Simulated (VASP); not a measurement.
Wanted: the native input for a VASP 6.6.1 run.

```yaml
Task: single point
Functional: PBE
Potentials_or_basis: VASP PAW PBE potentials, release 64 (Sn_d, Rh_pv, S, Cu)
Cutoff: 520 eV
k_mesh: 4 × 4 × 4
Occupations: fermi-dirac, width 0.1 eV
Spin: no spin polarisation
Dipole_correction: no
Further_INCAR_settings: ALGO = Normal; EDIFF = 1e-06; NBANDS = 48
```

The structure of Cu2SnRhS4 lies in POSCAR:

```
Cu2SnRhS4
1.0
    0.0000000000      5.3548950000      0.0000000000
    5.3548950000      0.0000000000      0.0000000000
    2.6774470000      2.6774470000     -5.3538030000
Sn Rh S Cu
1 1 4 2
Direct
    0.5000000000      0.5000000000      0.0000000000
    0.0000000000      0.0000000000      0.0000000000
    0.3753000000      0.3753000000      0.7336000000
    0.6247000000      0.1089000000      0.2664000000
    0.8911000000      0.8911000000      0.7336000000
    0.1089000000      0.6247000000      0.2664000000
    0.7500000000      0.2500000000      0.5000000000
    0.2500000000      0.7500000000      0.5000000000
```

These files were run (other wordings do the same):

INCAR

```
PREC     = Accurate       # precision mode
ENCUT    = 520            # plane-wave cutoff, eV
EDIFF    = 1E-6           # SCF threshold, eV
ISMEAR   = -1             # smearing method
SIGMA    = 0.1            # smearing width, eV
LREAL    = False          # projectors in reciprocal space
LASPH    = True           # aspherical terms in the spheres
NELM     = 100            # most SCF steps
ALGO     = Normal         # electronic algorithm
ISIF     = 2              # what is computed and relaxed
LWAVE    = False          # write WAVECAR
LCHARG   = False          # write CHGCAR
GGA      = PE             # functional
NBANDS   = 48             # bands
```

KPOINTS

```
regular mesh
0
Gamma
  4 4 4
```

Potentials or basis: VASP PAW PBE potentials, release 64 (Sn_d, Rh_pv, S, Cu).

Launch:

```console
$ cat potpaw_PBE.64/Sn_d/POTCAR potpaw_PBE.64/Rh_pv/POTCAR potpaw_PBE.64/S/POTCAR potpaw_PBE.64/Cu/POTCAR > POTCAR
$ mpirun -np 1 vasp_std > vasp.out
```

Results of the run:

```
Pressure               : 4.3 GPa
Largest force          : 0.750 eV/Å
Band gap on the k mesh : zero (an odd number of electrons rules out a gap without spin polarisation)
```

Caveat: the cell stands under pressure; spin-orbit coupling is left out, which moves the levels of the heavy elements.

It took 3.5 min on 1 thread of Oxide Virtual Turin-like Processor, on a shared host, peak memory 0.28 GiB.
